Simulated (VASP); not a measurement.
# P (P2/m) in VASP: single point with PBE

Aim: the single point of P with PBE.

Program: VASP 6.6.1. These are calculated values, not measurements. Logs are shortened: lines on timing, memory, paths and dates and some standing lists are left out, and cuts for length are marked.

### Step 1. The cell of the first run

The typed cell holds 2 atoms: a = 2.588 Å, b = 2.330 Å, c = 4.845 Å, α = 90.00°, β = 90.01°, γ = 90.00°.

### Step 2. Single point, PBE (strain +0.0525 x Voigt [1, -1, 0, 0, 0, 0])

Contents of INCAR:

```
ALGO = Normal
EDIFF = 1E-6
ENCUT = 520
GGA = PE
ISIF = 2
ISMEAR = 0
LASPH = T
LCHARG = T
LELF = T
LREAL = F
LVHAR = T
LWAVE = F
NBANDS = 12
NELM = 100
PREC = Accurate
SIGMA = 0.15
```

Contents of KPOINTS:

```
k-points
0
Gamma
  24 24 12
```

Contents of POSCAR:

```
P
1.0
    2.5876839939      0.0000000000      0.0051694020
    0.0000000000      2.3295675577      0.0000000000
   -0.0107915945      0.0000000000      4.8446881202
P
2
Direct
    0.9999995512      0.0000000000      0.2500188639
    0.0000004488      0.0000000000      0.7499811361
```

Potentials or basis: VASP PAW PBE potentials, release 64 (P).

Command:

```bash
> cat potpaw_PBE.64/P/POTCAR > POTCAR
> mpirun -np 1 vasp_std > vasp.out
```

OUTCAR:

```text
EDIFF = 1E-6
   ENCUT = 520
   GGA = PE
   ISIF = 2
   ISMEAR = 0
   LASPH = T
   LREAL = F
   NELM = 100
   PREC = Accurate

 ion  position               nearest neighbor table
   1  1.000  0.000  0.250-   2 2.42   2 2.42
   2  0.000  0.000  0.750-   1 2.42   1 2.42

  LATTYP: Found a simple monoclinic cell.
 ALAT       =     2.5876891573
 B/A-ratio  =     0.9002501522
 C/A-ratio  =     1.8722110133
 COS(beta)  =    -0.0002298152

  Lattice vectors:

 A1 = (   2.5876839939,   0.0000000000,   0.0051694020)
 A2 = (   0.0000000000,   2.3295675577,   0.0000000000)
 A3 = (  -0.0107915945,   0.0000000000,   4.8446881202)

Analysis of symmetry for initial positions (statically):
=====================================================================
 Subroutine PRICEL returns:
 Original cell was already a primitive cell.

 Routine SETGRP: Setting up the symmetry group for a
 simple monoclinic supercell.

 Subroutine GETGRP returns: Found  4 space group operations
 (whereof  4 operations were pure point group operations)
 out of a pool of  4 trial point group operations.

The static configuration has the point symmetry C_2h.

Analysis of symmetry for dynamics (positions and initial velocities):
=====================================================================
 Subroutine PRICEL returns:
 Original cell was already a primitive cell.

 Routine SETGRP: Setting up the symmetry group for a
 simple monoclinic supercell.

 Subroutine GETGRP returns: Found  4 space group operations
 (whereof  4 operations were pure point group operations)
 out of a pool of  4 trial point group operations.

The dynamic configuration has the point symmetry C_2h.

 Subroutine INISYM returns: Found  4 space group operations
 (whereof  4 operations are pure point group operations),
 and found     1 'primitive' translations

----------------------------------------------------------------------------------------

                                     Primitive cell

  volume of cell :      29.2048

  direct lattice vectors                    reciprocal lattice vectors
     2.587683994  0.000000000  0.005169402     0.386444231  0.000000000  0.000860809
     0.000000000  2.329567558  0.000000000     0.000000000  0.429264220  0.000000000
    -0.010791594  0.000000000  4.844688120    -0.000412346  0.000000000  0.206410717

  length of vectors
     2.587689157  2.329567558  4.844700139     0.386445189  0.429264220  0.206411129

  position of ions in fractional coordinates (direct lattice)
     0.999999551  0.000000000  0.250018864
     0.000000449  0.000000000  0.749981136

  ion indices of the primitive-cell ions
   primitive index   ion index
                 1           1
                 2           2

----------------------------------------------------------------------------------------

 KPOINTS: k-points

Automatic generation of k-mesh.
 Grid dimensions read from file:
 generate k-points for:   24   24   12

 Generating k-lattice:

  Cartesian coordinates                     Fractional coordinates (reciprocal lattice)
     0.016101843  0.000000000  0.000035867     0.041666667  0.000000000  0.000000000
     0.000000000  0.017886009  0.000000000     0.000000000  0.041666667  0.000000000
    -0.000034362  0.000000000  0.017200893     0.000000000  0.000000000  0.083333333

  Length of vectors
     0.016101883  0.017886009  0.017200927

  Shift w.r.t. Gamma in fractional coordinates (k-lattice)
     0.000000000  0.000000000  0.000000000

 Subroutine IBZKPT returns following result:
 ===========================================

 Found   1898 irreducible k-points:

 Following reciprocal coordinates:
            Coordinates               Weight
  0.000000  0.000000  0.000000      1.000000
  0.041667  0.000000 -0.000000      2.000000
  0.083333  0.000000  0.000000      2.000000
  0.125000  0.000000  0.000000      2.000000
  0.166667  0.000000  0.000000      2.000000
  0.208333  0.000000  0.000000      2.000000
[... 16 lines left out ...]
  0.375000  0.041667  0.000000      4.000000
  0.416667  0.041667  0.000000      4.000000
 [... further k-points ...]
   k-points           NKPTS =   1898   k-points in BZ     NKDIM =   1898   number of bands    NBANDS=     12
   number of dos      NEDOS =    301   number of ions     NIONS =      2
   total plane-waves  NPLWV =  12960
   dimension x,y,z NGX =    20 NGY =   18 NGZ =   36
   dimension x,y,z NGXF=    40 NGYF=   36 NGZF=   72
   ions per type =               2
   NGX,Y,Z   is equivalent  to a cutoff of  12.85, 12.85, 12.35 a.u.
   NGXF,Y,Z  is equivalent  to a cutoff of  25.70, 25.69, 24.71 a.u.
 SYSTEM =  unknown system
   PREC   = accura    normal or accurate (medium, high low for compatibility)
   ISTART =      0    job   : 0-new  1-cont  2-samecut
   ICHARG =      2    charge: 1-file 2-atom 10-const
   ISPIN  =      1    spin polarized calculation?
   LNONCOLLINEAR =      F non collinear calculations
   LSORBIT =      F    spin-orbit coupling
   LASPH  =      T    aspherical Exc in radial PAW
   ENCUT  =  520.0 eV  38.22 Ry    6.18 a.u.   4.81  4.33  9.01*2*pi/ulx,y,z
   NELM   =    100;   NELMIN=  2; NELMDL= -5     # of ELM steps
   EDIFF  = 0.1E-05   stopping-criterion for ELM
   LREAL  =      F    real-space projection
   EDIFFG = 0.1E-04   stopping-criterion for IOM
   NSW    =      0    number of steps for IOM
   IBRION =     -1    ionic relax: 0-MD 1-quasi-New 2-CG
   NFREE  =      0    steps in history (QN), initial steepest desc. (CG)
   ISIF   =      2    stress and relaxation
   ISYM   =      2    0-nonsym 1-usesym 2-fastsym
   POTIM  = 0.5000    time-step for ionic-motion
   TEBEG  =    0.0;   TEEND  =   0.0 temperature during run
   PSTRESS=    0.0 pullay stress
   NELECT =      10.0000    total number of electrons
   NUPDOWN=      -1.0000    fix difference up-down
   EMIN   =  10.00;   EMAX   =-10.00  energy-range for DOS
   EFERMI =   0.00;   METHOD = LEGACY
   ISMEAR =     0;   SIGMA  =   0.15  broadening in eV -4-tet -1-fermi 0-gaus
   EFERMI_NEDOS =   21; number of points for ismear=-14 and -15
   IALGO  =     38    algorithm
   IMIX   =      4    mixing-type and parameters
     AMIX     =   0.40;   BMIX     =  1.00
     AMIX_MAG =   1.60;   BMIX_MAG =  1.00
  volume/ion in A,a.u.               =      14.60        98.54
  Fermi-wavevector in a.u.,A,eV,Ry     =   1.145311  2.164324 17.847266  1.311737
  Thomas-Fermi vector in A             =   2.282000
   LORBIT       =      0    0 simple, 1 ext, 2 COOP (PROOUT), +10 PAW based schemes
   GGA     = PE    functional components
   LHFCALC =     F    Hartree Fock is set to
   AEXX    =    0.0000 exact exchange contribution
   IVDW    =     0    specifies the selected vdW correction
   LEPSILON=     F    determine dielectric tensor
   LRPA    =     F    only Hartree local field effects (RPA)
 non-spin polarized calculation
 Gauss-broadening in eV      SIGMA  =   0.15
  energy-cutoff  :      520.00
  volume of cell :       29.20
 maximum number of plane-waves:       808
   NGX =  9   NGY =  9   NGZ = 19

 number of electron      10.0000001 magnetization

 Free energy of the ion-electron system (eV)
  ---------------------------------------------------
  ext. energy  EPLUGINS =         0.00000000
  ---------------------------------------------------
  free energy    TOTEN  =       -10.43697595 eV

  energy without entropy =      -10.42889719  energy(sigma->0) =      -10.43293657

 E-fermi :   9.5893     XC(G=0): -11.2569

 val. band max:        9.5884751943   @ k =   0.1250   0.1250   0.0000
 cond. band min:       9.5895236883   @ k =  -0.2083   0.4167   0.4167
 fundamental gap:      0.0010484940
 Fermi energy:         9.5892610375

 k-point     1 :       0.0000    0.0000    0.0000
  band No.  band energies     occupation
      1      -6.9444      2.00000
      2      -2.4768      2.00000
      3       0.8858      2.00000
      4      12.3453      0.00000
      5      14.9003      0.00000
      6      15.3324      0.00000
      7      15.5740      0.00000
      8      16.6840      0.00000
      9      16.8071      0.00000
     10      18.7313      0.00000
     11      19.5709      0.00000
     12      21.8585      0.00000

 k-point     2 :       0.0417    0.0000   -0.0000
  band No.  band energies     occupation
      1      -6.9110      2.00000
      2      -2.4429      2.00000
      3       0.9156      2.00000
      4      11.7596      0.00000
      5      14.8670      0.00000
      6      14.9254      0.00000
      7      16.1755      0.00000
      8      16.7087      0.00000
      9      16.8406      0.00000
     10      19.1866      0.00000
     11      19.5937      0.00000
     12      21.1989      0.00000

 k-point     3 :       0.0833    0.0000    0.0000
  band No.  band energies     occupation
      1      -6.8110      2.00000
      2      -2.3416      2.00000
      3       1.0046      2.00000
      4      10.5909      0.00000
      5      13.8668      0.00000
      6      15.0003      0.00000
      7      16.7825      0.00000
      8      16.8696      0.00000
      9      17.4558      0.00000
     10      19.6617      0.00000
     11      19.9242      0.00000
     12      20.1502      0.00000

 k-point     4 :       0.1250    0.0000    0.0000
  band No.  band energies     occupation
      1      -6.6454      2.00000
      2      -2.1736      2.00000
      3       1.1511      2.00000
      4       9.2998      1.99364
      5      12.7096      0.00000
      6      15.1232      0.00000
      7      16.9038      0.00000
      8      17.0032      0.00000
      9      18.5472      0.00000
     10      18.8226      0.00000
     11      19.7733      0.00000
     12      21.2272      0.00000

 k-point     5 :       0.1667    0.0000    0.0000
  band No.  band energies     occupation
      1      -6.4158      2.00000
      2      -1.9403      2.00000
      3       1.3526      2.00000
      4       8.0071      2.00000
      5      11.5216      0.00000
      6      15.2915      0.00000
      7      17.0696      0.00000
      8      17.1659      0.00000
      9      17.1923      0.00000
     10      19.9258      0.00000
     11      20.1906      0.00000
     12      22.2696      0.00000
[... 228 lines left out ...]
      1      -5.3390      2.00000
      2      -0.8340      2.00000
      3       2.2696      2.00000
      4       4.4767      2.00000
      5       8.1736      2.00000
      6      13.6264      0.00000
      7      16.0441      0.00000
      8      16.4346      0.00000
      9      18.9168      0.00000
     10      20.0039      0.00000
     11      23.8163      0.00000
     12      25.3428      0.00000

 k-point    22 :       0.3333    0.0417    0.0000
  band No.  band energies     occupation
      1      -4.9082      2.00000
      2      -0.3811      2.00000
      3       2.6153      2.00000
      4       3.4484      2.00000
      5       7.1691      2.00000
      6      12.6408      0.00000
      7      16.3183      0.00000
      8      16.6967      0.00000
      9      19.1904      0.00000
     10      20.2756      0.00000
     11      24.5936      0.00000
     12      25.9486      0.00000

 k-point    23 :       0.3750    0.0417    0.0000
  band No.  band energies     occupation
      1      -4.4651      2.00000
      2       0.0962      2.00000
      3       2.5381      2.00000
      4       2.9534      2.00000
      5       6.2594      2.00000
      6      11.8033      0.00000
      7      16.5803      0.00000
      8      16.9433      0.00000
      9      19.4483      0.00000
     10      20.5314      0.00000
     11      25.1896      0.00000
     12      25.5101      0.00000

 k-point    24 :       0.4167    0.0417    0.0000
  band No.  band energies     occupation
      1      -4.0511      2.00000
      2       0.5591      2.00000
      3       1.7893      2.00000
      4       3.2482      2.00000
      5       5.4860      2.00000
      6      11.1508      0.00000
      7      16.8026      0.00000
      8      17.1492      0.00000
      9      19.6658      0.00000
     10      20.7469      0.00000
     11      24.9803      0.00000
     12      25.3477      0.00000

 [... further k-points ...]

------------------------ aborting loop because EDIFF is reached ----------------------------------------

  FORCE on cell =-STRESS in cart. coord.  units (eV):
  Direction    XX          YY          ZZ          XY          YZ          ZX
  --------------------------------------------------------------------------------------
  -------------------------------------------------------------------------------------
  Total       -1.7298351      2.2315343      0.4214834      0.0000000      0.0000000     -0.0021989
  in kB      -94.8988583    122.4221036     23.1226030      0.0000000      0.0000000     -0.1206340
  external PRESSURE =      16.8819494 kB  Pullay stress =       0.0000000 kB

 VOLUME and BASIS-vectors are now :
 -----------------------------------------------------------------------------
  energy-cutoff  :      520.00
  volume of cell :       29.20
      direct lattice vectors                 reciprocal lattice vectors
     2.587683994  0.000000000  0.005169402     0.386444231  0.000000000  0.000860809
     0.000000000  2.329567558  0.000000000     0.000000000  0.429264220  0.000000000
    -0.010791594  0.000000000  4.844688120    -0.000412346  0.000000000  0.206410717

 POSITION                                       TOTAL-FORCE (eV/Angst)
 -----------------------------------------------------------------------------------
      2.58498      0.00000      1.21643         0.000004      0.000000     -0.000316
     -0.00809      0.00000      3.63342        -0.000004      0.000000      0.000316
 -----------------------------------------------------------------------------------
    total drift:                                0.000000      0.000000     -0.000000

  FREE ENERGIE OF THE ION-ELECTRON SYSTEM (eV)
  ---------------------------------------------------
  free  energy   TOTEN  =       -10.4369759464 eV

  energy  without entropy=      -10.4288971859  energy(sigma->0) =      -10.43293657
```

It took 8.4 min on 1 thread of Intel Xeon 8259CL, shared host; peak memory 0.56 GiB.

Results:

```yaml
Free_energy: -10.4370 eV
Pressure: 1.7 GPa
Band_gap_on_the_k_mesh: zero (bands 5 and 6 overlap by 8.80 eV)
```

Stress tensor (GPa, compression positive):
```
-9.49  0.00 -0.01
 0.00 12.24  0.00
-0.01  0.00  2.31
```

Caveat: the cell differs from its parent crystal (strain +0.0525 x Voigt [1, -1, 0, 0, 0, 0]); the stress differs along the axes, from -9 to 12 GPa.
